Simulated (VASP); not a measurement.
A run of VASP 6.6.1:

INCAR

```
PREC     = Accurate       # precision mode
ENCUT    = 520            # plane-wave cutoff, eV
EDIFF    = 1E-6           # SCF threshold, eV
ISMEAR   = -1             # smearing method
SIGMA    = 0.05           # smearing width, eV
LREAL    = F              # projectors in reciprocal space
LASPH    = T              # aspherical terms in the spheres
NELM     = 100            # most SCF steps
ALGO     = Normal         # electronic algorithm
ISIF     = 2              # what is computed and relaxed
LWAVE    = F              # write WAVECAR
LCHARG   = F              # write CHGCAR
GGA      = PE             # functional
NBANDS   = 12             # bands
```

The input KPOINTS:

```
regular mesh
0
Gamma
  17 17 17
```

POSCAR

```
Ta
1.0
    0.0000000000      2.1113404738      2.1113404738
    2.1113404738      0.0000000000      2.1113404738
    2.1113404738      2.1113404738      0.0000000000
Ta
1
Direct
    0.0000000000      0.0000000000      0.0000000000
```

Potentials or basis: VASP PAW PBE potentials, release 64 (Ta_pv).

Launch:

```bash
$ cat potpaw_PBE.64/Ta_pv/POTCAR > POTCAR
$ mpirun -np 1 vasp_std > vasp.out
```

Hardware: 1 thread of AMD EPYC 9R45 96-Core Processor (Zen 5) (shared host).

How long does it take, and how much memory?

Wall time 12 s on 1 thread of AMD EPYC 9R45 96-Core Processor (Zen 5) (shared host), peak memory 0.13 GiB. Counts: scf iterations 11, k points 165.
